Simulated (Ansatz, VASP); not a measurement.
**Ti in VASP and in Ansatz**

File INCAR:

```
PREC = Accurate
ENCUT = 520
EDIFF = 1E-6
ISMEAR = -1
SIGMA = 0.05
LREAL = False
LASPH = True
NELM = 80
ALGO = Normal
ISIF = 2
LWAVE = False
LCHARG = False
GGA = PS
NBANDS = 12
```

File KPOINTS:

```
Automatic mesh
0
Gamma
  11 11 11
```

File POSCAR:

```
Ti
1.0
   -1.6188216056      1.6188216056      1.6188216056
    1.6188216056     -1.6188216056      1.6188216056
    1.6188216056      1.6188216056     -1.6188216056
Ti
1
Direct
    0.0000000000      0.0000000000      0.0000000000
```

File input.yaml:

```yaml
crystal:
  lattice:
    - [-1.6188216056, 1.6188216056, 1.6188216056]
    - [1.6188216056, -1.6188216056, 1.6188216056]
    - [1.6188216056, 1.6188216056, -1.6188216056]
  atoms:
    - { symbol: Ti, position: [0.0, 0.0, 0.0] }
kpoints:
  mp_grid: { grid: [11, 11, 11] }
scf:
  occupations: { method: fermi_dirac, width: 0.05 }
hamiltonian:
  xc: pbesol
  pseudopotentials: { kind: all_electron, lapw: { basis_error: 0.0005 } }
output:
  forces: true
  stress: true
  eigenvalues: true
```

Change from the starting cell: volume scaled by 0.96.

Alike in both runs: task single point; functional PBEsol; k mesh 11 × 11 × 11; occupations fermi-dirac, width 0.05 eV; no spin polarisation.

```csv
,VASP,Ansatz
version,VASP 6.6.1,Ansatz 0.2.0
potentials or method,"VASP PAW PBE potentials, release 64 (Ti_sv), cutoff 520 eV","all-electron LAPW, scalar-relativistic"
```

Ansatz gave:

| Item | Value |
| --- | --- |
| gap on the k mesh at the Fermi level (eV) | none |
| pressure (GPa) | -2.9 |

Which values does VASP return?

gap on the k mesh at the Fermi level (eV): none; pressure (GPa): -3.1.

VASP's potentials were made for PBE, not for PBEsol. A gap of «none» marks a metal or a gap that the smearing closes. Ansatz ran all-electron here, and VASP with PAW potentials.
